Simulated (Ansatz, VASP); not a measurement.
# CoO in VASP and in Ansatz

```
Co O
1.0
     0.00000    2.13150    2.13150
     2.13150    0.00000    2.13150
     2.13150    2.13150    0.00000
Co O
1 1
Direct
  0.00000 0.00000 0.00000
  0.50000 0.50000 0.50000
```

Alike in both runs: task single point; functional PBE; k mesh 11 × 11 × 11; occupations gaussian, width 0.014 eV; collinear spin.

```csv
,VASP,Ansatz
version,VASP 6.6.1,Ansatz 0.2.0
potentials or method,"VASP PAW PBE potentials, release 64 (Co, O), cutoff 520 eV","all-electron LAPW, scalar-relativistic"
```

Ansatz gave:

* gap on the k mesh at the Fermi level (eV): none
* pressure (GPa): -1.6
* net moment per atom (μB): 1.49
* size of the moment on the site where the two differ most (μB): 2.63

**Question.** What did VASP give for the same quantities?

**Answer.** gap on the k mesh at the Fermi level (eV): none; pressure (GPa): -2.5; net moment per atom (μB): 1.46; size of the moment on the site where the two differ most (μB): 2.57.

Site moments also hang on the region over which each program counts them. A gap of «none» marks a metal or a gap that the smearing closes. Ansatz ran all-electron here, and VASP with PAW potentials.
